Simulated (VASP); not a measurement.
# MgO in VASP: notebook

MgO is run at these levels: r2SCAN; tasks: single point.

All numbers are computed with VASP 6.6.1; they aren't measurements. Logs are shortened: lines on timing, memory, paths and dates and some standing lists are left out, and cuts for length are marked.

## 1. The cell of the first run

It takes space group I4/mmm (No. 139, tetragonal). Conventional cell: a = 2.973 Å, b = 2.973 Å, c = 4.388 Å, α = 90.00°, β = 90.00°, γ = 90.00°. Mg (site symmetry 4/mmm) has 6 O at 2.10 to 2.19 Å within 2.8 Å. O (site symmetry 4/mmm) has 6 Mg at 2.10 to 2.19 Å within 2.8 Å.

## 2. Single point, r2SCAN (uniaxial z strain +4.4%)

Contents of POSCAR:

```
MgO
1.0
    0.0000000000      2.1021674168      2.1940321330
    2.1021674168      0.0000000000      2.1940321330
    2.1021674168      2.1021674168      0.0000000000
Mg O
1 1
Direct
    0.0000000000      0.0000000000      0.0000000000
    0.5000000000      0.5000000000      0.5000000000
```

Contents of INCAR.step1:

```
SYSTEM = MgO
PREC = Accurate
ENCUT = 750
ISMEAR = 0
SIGMA = 0.01
LREAL = .False.
LASPH = .True.
NELM = 120
NBANDS = 15
GGA = PE
ALGO = Normal
EDIFF = 1E-5
LWAVE = .True.
LCHARG = .False.
GGA_COMPAT = .False.
```

Contents of INCAR.step2:

```
SYSTEM = MgO
PREC = Accurate
ENCUT = 750
EDIFF = 1E-6
ISMEAR = 0
SIGMA = 0.01
LREAL = .False.
LASPH = .True.
NELM = 120
ALGO = Normal
ISIF = 2
LWAVE = .False.
LCHARG = .False.
METAGGA = R2SCAN
LMIXTAU = .True.
NBANDS = 15
ISTART = 1
GGA_COMPAT = .False.
```

Contents of KPOINTS:

```
regular mesh
0
Gamma
  10 10 10
  0 0 0
```

Potentials or basis: VASP PAW PBE potentials, release 64 (Mg_sv, O).

On the command line:

```console
cat potpaw_PBE.64/Mg_sv/POTCAR potpaw_PBE.64/O/POTCAR > POTCAR
cp INCAR.step1 INCAR
mpirun -np 1 vasp_std > vasp.out
cp INCAR.step2 INCAR
mpirun -np 1 vasp_std > vasp.out
```

OUTCAR:

```text
SYSTEM = MgO
   PREC = Accurate
   ENCUT = 750
   EDIFF = 1E-6
   ISMEAR = 0
   LREAL = .False.
   LASPH = .True.
   NELM = 120
   ISIF = 2
   METAGGA = R2SCAN
   ISTART = 1

 ion  position               nearest neighbor table
   1  0.000  0.000  0.000-   2 2.10   2 2.10   2 2.10   2 2.10
   2  0.500  0.500  0.500-   1 2.10   1 2.10   1 2.10   1 2.10

  LATTYP: Found a body centered tetragonal cell.
 ALAT       =     2.9729136712
 C/A-ratio  =     1.4760146951

  Lattice vectors:

 A1 = (  -2.1021674168,   0.0000000000,   2.1940321330)
 A2 = (   2.1021674168,   0.0000000000,   2.1940321330)
 A3 = (   0.0000000000,   2.1021674168,  -2.1940321330)

Analysis of symmetry for initial positions (statically):
=====================================================================
 Subroutine PRICEL returns:
 Original cell was already a primitive cell.

 Routine SETGRP: Setting up the symmetry group for a
 body centered tetragonal supercell.

 Subroutine GETGRP returns: Found 16 space group operations
 (whereof 16 operations were pure point group operations)
 out of a pool of 16 trial point group operations.

The static configuration has the point symmetry D_4h.

Analysis of symmetry for dynamics (positions and initial velocities):
=====================================================================
 Subroutine PRICEL returns:
 Original cell was already a primitive cell.

 Routine SETGRP: Setting up the symmetry group for a
 body centered tetragonal supercell.

 Subroutine GETGRP returns: Found 16 space group operations
 (whereof 16 operations were pure point group operations)
 out of a pool of 16 trial point group operations.

The dynamic configuration has the point symmetry D_4h.

 Subroutine INISYM returns: Found 16 space group operations
 (whereof 16 operations are pure point group operations),
 and found     1 'primitive' translations

----------------------------------------------------------------------------------------

                                     Primitive cell

  volume of cell :      19.3913

  direct lattice vectors                    reciprocal lattice vectors
     0.000000000  2.102167417  2.194032133    -0.237849753  0.237849753  0.227890919
     2.102167417  0.000000000  2.194032133     0.237849753 -0.237849753  0.227890919
     2.102167417  2.102167417  0.000000000     0.237849753  0.237849753 -0.227890919

  length of vectors
     3.038566249  3.038566249  2.972913671     0.406299496  0.406299496  0.406299496

  position of ions in fractional coordinates (direct lattice)
     0.000000000  0.000000000  0.000000000
     0.500000000  0.500000000  0.500000000

  ion indices of the primitive-cell ions
   primitive index   ion index
                 1           1
                 2           2

----------------------------------------------------------------------------------------

 KPOINTS: regular mesh

Automatic generation of k-mesh.
 Grid dimensions read from file:
 generate k-points for:   10   10   10

 Generating k-lattice:

  Cartesian coordinates                     Fractional coordinates (reciprocal lattice)
    -0.023784975  0.023784975  0.022789092     0.100000000 -0.000000000  0.000000000
     0.023784975 -0.023784975  0.022789092    -0.000000000  0.100000000  0.000000000
     0.023784975  0.023784975 -0.022789092     0.000000000  0.000000000  0.100000000

  Length of vectors
     0.040629950  0.040629950  0.040629950

  Shift w.r.t. Gamma in fractional coordinates (k-lattice)
     0.000000000  0.000000000  0.000000000

 Subroutine IBZKPT returns following result:
 ===========================================

 Found    102 irreducible k-points:

 Following reciprocal coordinates:
            Coordinates               Weight
  0.000000  0.000000  0.000000      1.000000
  0.100000  0.000000  0.000000      8.000000
  0.200000  0.000000  0.000000      8.000000
  0.300000  0.000000  0.000000      8.000000
  0.400000  0.000000  0.000000      8.000000
  0.500000  0.000000  0.000000      4.000000
[... 16 lines left out ...]
  0.300000  0.300000  0.000000      2.000000
  0.400000  0.300000  0.000000      8.000000
 [... further k-points ...]
   k-points           NKPTS =    102   k-points in BZ     NKDIM =    102   number of bands    NBANDS=     15
   number of dos      NEDOS =    301   number of ions     NIONS =      2
   total plane-waves  NPLWV =  21952
   dimension x,y,z NGX =    28 NGY =   28 NGZ =   28
   dimension x,y,z NGXF=    56 NGYF=   56 NGZF=   56
   ions per type =               1   1
   NGX,Y,Z   is equivalent  to a cutoff of  15.32, 15.32, 15.66 a.u.
   NGXF,Y,Z  is equivalent  to a cutoff of  30.64, 30.64, 31.32 a.u.
 SYSTEM =  MgO
   PREC   = accura    normal or accurate (medium, high low for compatibility)
   ISTART =      1    job   : 0-new  1-cont  2-samecut
   ICHARG =      0    charge: 1-file 2-atom 10-const
   ISPIN  =      1    spin polarized calculation?
   LNONCOLLINEAR =      F non collinear calculations
   LSORBIT =      F    spin-orbit coupling
   LASPH  =      T    aspherical Exc in radial PAW
   ENCUT  =  750.0 eV  55.12 Ry    7.42 a.u.   6.79  6.79  6.64*2*pi/ulx,y,z
   NELM   =    120;   NELMIN=  2; NELMDL=  0     # of ELM steps
   EDIFF  = 0.1E-05   stopping-criterion for ELM
   LREAL  =      F    real-space projection
   EDIFFG = 0.1E-04   stopping-criterion for IOM
   NSW    =      0    number of steps for IOM
   IBRION =     -1    ionic relax: 0-MD 1-quasi-New 2-CG
   NFREE  =      0    steps in history (QN), initial steepest desc. (CG)
   ISIF   =      2    stress and relaxation
   ISYM   =      2    0-nonsym 1-usesym 2-fastsym
   POTIM  = 0.5000    time-step for ionic-motion
   TEBEG  =    0.0;   TEEND  =   0.0 temperature during run
   PSTRESS=    0.0 pullay stress
   NELECT =      16.0000    total number of electrons
   NUPDOWN=      -1.0000    fix difference up-down
   EMIN   =  10.00;   EMAX   =-10.00  energy-range for DOS
   EFERMI =   0.00;   METHOD = LEGACY
   ISMEAR =     0;   SIGMA  =   0.01  broadening in eV -4-tet -1-fermi 0-gaus
   EFERMI_NEDOS =   21; number of points for ismear=-14 and -15
   IALGO  =     38    algorithm
   IMIX   =      4    mixing-type and parameters
     AMIX     =   0.40;   BMIX     =  1.00
     AMIX_MAG =   1.60;   BMIX_MAG =  1.00
  volume/ion in A,a.u.               =       9.70        65.43
  Fermi-wavevector in a.u.,A,eV,Ry     =   1.535485  2.901646 32.078657  2.357715
  Thomas-Fermi vector in A             =   2.642267
   LORBIT       =      0    0 simple, 1 ext, 2 COOP (PROOUT), +10 PAW based schemes
   METAGGA = R2SCAN    functional components
   LHFCALC =     F    Hartree Fock is set to
   AEXX    =    0.0000 exact exchange contribution
   IVDW    =     0    specifies the selected vdW correction
   LEPSILON=     F    determine dielectric tensor
   LRPA    =     F    only Hartree local field effects (RPA)
 non-spin polarized calculation
 Gauss-broadening in eV      SIGMA  =   0.01
  energy-cutoff  :      750.00
  volume of cell :       19.39
 maximum number of plane-waves:       926
   NGX = 13   NGY = 13   NGZ = 13

 number of electron      15.9999996 magnetization

 Free energy of the ion-electron system (eV)
  ---------------------------------------------------
  ext. energy  EPLUGINS =         0.00000000
  ---------------------------------------------------
  free energy    TOTEN  =       -16.13876102 eV

  energy without entropy =      -16.13876102  energy(sigma->0) =      -16.13876102

 E-fermi :   2.4881     XC(G=0): -11.8318

 val. band max:        2.3043608936   @ k =   0.0000   0.0000   0.0000
 cond. band min:       7.5202755174   @ k =   0.0000   0.0000   0.0000
 fundamental gap:      5.2159146239
 Fermi energy:         2.4881235661

 k-point     1 :       0.0000    0.0000    0.0000
  band No.  band energies     occupation
      1     -72.8539      2.00000
      2     -37.9690      2.00000
      3     -37.9384      2.00000
      4     -37.9384      2.00000
      5     -15.7568      2.00000
      6       2.2180      2.00000
      7       2.2180      2.00000
      8       2.3044      2.00000
      9       7.5203      0.00000
     10      18.6123      0.00000
     11      19.0606      0.00000
     12      19.0606      0.00000
     13      22.9112      0.00000
     14      24.0199      0.00000
     15      25.3989      0.00000

 k-point     2 :       0.1000    0.0000    0.0000
  band No.  band energies     occupation
      1     -72.8533      2.00000
      2     -37.9718      2.00000
      3     -37.9435      2.00000
      4     -37.9388      2.00000
      5     -15.6572      2.00000
      6       1.6286      2.00000
      7       2.1607      2.00000
      8       2.2057      2.00000
      9       8.1331      0.00000
     10      17.6584      0.00000
     11      18.9887      0.00000
     12      19.3115      0.00000
     13      23.3410      0.00000
     14      24.5610      0.00000
     15      24.5683      0.00000

 k-point     3 :       0.2000    0.0000    0.0000
  band No.  band energies     occupation
      1     -72.8516      2.00000
      2     -37.9820      2.00000
      3     -37.9540      2.00000
      4     -37.9400      2.00000
      5     -15.3851      2.00000
      6       0.3591      2.00000
      7       2.0146      2.00000
      8       2.0174      2.00000
      9       9.3451      0.00000
     10      16.1358      0.00000
     11      19.3727      0.00000
     12      19.8672      0.00000
     13      22.8065      0.00000
     14      23.7068      0.00000
     15      25.5180      0.00000
[... 343 lines left out ...]
 k-point    23 :       0.3000    0.3000    0.0000
  band No.  band energies     occupation
      1     -72.8489      2.00000
      2     -38.0085      2.00000
      3     -37.9520      2.00000
      4     -37.9520      2.00000
      5     -14.9108      2.00000
      6      -0.7877      2.00000
      7       1.4134      2.00000
      8       1.4134      2.00000
      9      11.7180      0.00000
     10      13.7677      0.00000
     11      17.0949      0.00000
     12      21.3340      0.00000
     13      21.3340      0.00000
     14      27.8475      0.00000
     15      29.9628      0.00000

 k-point    24 :       0.4000    0.3000    0.0000
  band No.  band energies     occupation
      1     -72.8475      2.00000
      2     -38.0157      2.00000
      3     -37.9580      2.00000
      4     -37.9539      2.00000
      5     -14.6947      2.00000
      6      -1.2069      2.00000
      7       1.0490      2.00000
      8       1.2839      2.00000
      9      12.5332      0.00000
     10      13.5102      0.00000
     11      16.3251      0.00000
     12      21.6275      0.00000
     13      21.7550      0.00000
     14      28.4840      0.00000
     15      29.6428      0.00000

 [... further k-points ...]

------------------------ aborting loop because EDIFF is reached ----------------------------------------

  FORCE on cell =-STRESS in cart. coord.  units (eV):
  Direction    XX          YY          ZZ          XY          YZ          ZX
  --------------------------------------------------------------------------------------
  -------------------------------------------------------------------------------------
  Total       -0.4631864     -0.4631864     -1.3032000      0.0000000      0.0000000      0.0000000
  in kB      -38.2700322    -38.2700322   -107.6748013      0.0000000      0.0000000      0.0000000
  external PRESSURE =     -61.4049552 kB  Pullay stress =       0.0000000 kB

 VOLUME and BASIS-vectors are now :
 -----------------------------------------------------------------------------
  energy-cutoff  :      750.00
  volume of cell :       19.39
      direct lattice vectors                 reciprocal lattice vectors
     0.000000000  2.102167417  2.194032133    -0.237849753  0.237849753  0.227890919
     2.102167417  0.000000000  2.194032133     0.237849753 -0.237849753  0.227890919
     2.102167417  2.102167417  0.000000000     0.237849753  0.237849753 -0.227890919

 POSITION                                       TOTAL-FORCE (eV/Angst)
 -----------------------------------------------------------------------------------
      0.00000      0.00000      0.00000        -0.000000     -0.000000     -0.000000
      2.10217      2.10217      2.19403         0.000000      0.000000      0.000000
 -----------------------------------------------------------------------------------
    total drift:                                0.000000      0.000000      0.000000

  FREE ENERGIE OF THE ION-ELECTRON SYSTEM (eV)
  ---------------------------------------------------
  free  energy   TOTEN  =       -16.1387610176 eV

  energy  without entropy=      -16.1387610176  energy(sigma->0) =      -16.13876102
```

It took 3.9 min on 1 thread of Intel Xeon Platinum 8375C at 2.90GHz (Ice Lake), shared host; peak memory 0.19 GiB.

What came out:

| Property | Result |
| --- | --- |
| Free energy | -16.1388 eV |
| Pressure | -6.1 GPa |
| Band gap on the k mesh | 5.22 eV |

Stress tensor (GPa, compression positive):
```
 -3.83   0.00   0.00
  0.00  -3.83   0.00
  0.00   0.00 -10.77
```

Caveat: the cell differs from its parent crystal (uniaxial z strain +4.4%); the cell stands under tension; the PAW data sets were made with another functional, which shifts forces and pressure a little.

## 3. Single point, r2SCAN (shear xy strain -3.9%)

Contents of POSCAR:

```
MgO
1.0
   -0.0407820479      2.1021674168      2.1021674168
    2.1021674168     -0.0407820479      2.1021674168
    2.0613853690      2.0613853690      0.0000000000
Mg O
1 1
Direct
    0.0000000000      0.0000000000      0.0000000000
    0.5000000000      0.5000000000      0.5000000000
```

Contents of INCAR.step1:

```
SYSTEM = MgO
PREC = Accurate ; ENCUT = 750
ISMEAR = 0 ; SIGMA = 0.01
LREAL = .False. ; LASPH = .True.
NELM = 120 ; NBANDS = 15
GGA = PE ; ALGO = Normal
EDIFF = 1E-5 ; LWAVE = .True.
LCHARG = .False. ; GGA_COMPAT = .False.
```

Contents of INCAR.step2:

```
SYSTEM = MgO
PREC = Accurate ; ENCUT = 750
EDIFF = 1E-6 ; ISMEAR = 0
SIGMA = 0.01 ; LREAL = .False.
LASPH = .True. ; NELM = 120
ALGO = Normal ; ISIF = 2
LWAVE = .False. ; LCHARG = .False.
METAGGA = R2SCAN ; LMIXTAU = .True.
NBANDS = 15 ; ISTART = 1
GGA_COMPAT = .False.
```

KPOINTS is that of step 2.

Potentials or basis: VASP PAW PBE potentials, release 64 (Mg_sv, O).

On the command line:

```console
cat potpaw_PBE.64/Mg_sv/POTCAR potpaw_PBE.64/O/POTCAR > POTCAR
cp INCAR.step1 INCAR
mpirun -np 1 vasp_std > vasp.out
cp INCAR.step2 INCAR
mpirun -np 1 vasp_std > vasp.out
```

Wall time 5.6 min (1 thread of AMD EPYC 7R43 (Zen 3), shared host); peak memory 0.18 GiB.

The run converged. Its results:

```yaml
Free_energy: -16.1495 eV
Pressure: -0.1 GPa
Band_gap_on_the_k_mesh: 5.54 eV
```

Stress tensor (GPa, compression positive):
```
 0.05  5.93  0.00
 5.93  0.05  0.00
 0.00  0.00 -0.26
```

Levels at points of the mesh, in eV from the valence-band top:
| k point | band 5 | band 6 | band 7 | band 8 | band 9 | band 10 | band 11 | band 12 |
| --- | --- | --- | --- | --- | --- | --- | --- | --- |
| (0.00, 0.00, 0.00) | -18.37 | -0.30 | -0.16 | 0.00 | 5.54 | 16.17 | 16.77 | 17.34 |
| (0.50, 0.00, 0.00) | -17.13 | -4.84 | -0.83 | -0.66 | 8.84 | 13.53 | 17.52 | 17.92 |
| (0.50, 0.50, 0.00) | -16.87 | -4.25 | -1.76 | -1.28 | 9.73 | 11.25 | 14.22 | 20.00 |
| (0.00, 0.00, 0.50) | -17.03 | -4.71 | -0.99 | -0.84 | 8.57 | 13.97 | 16.95 | 17.34 |
| (0.50, 0.00, 0.50) | -16.86 | -4.25 | -1.53 | -1.52 | 9.90 | 11.07 | 14.19 | 20.39 |

Caveat: the cell differs from its parent crystal (shear xy strain -3.9%); the PAW data sets were made with another functional, which shifts forces and pressure a little.
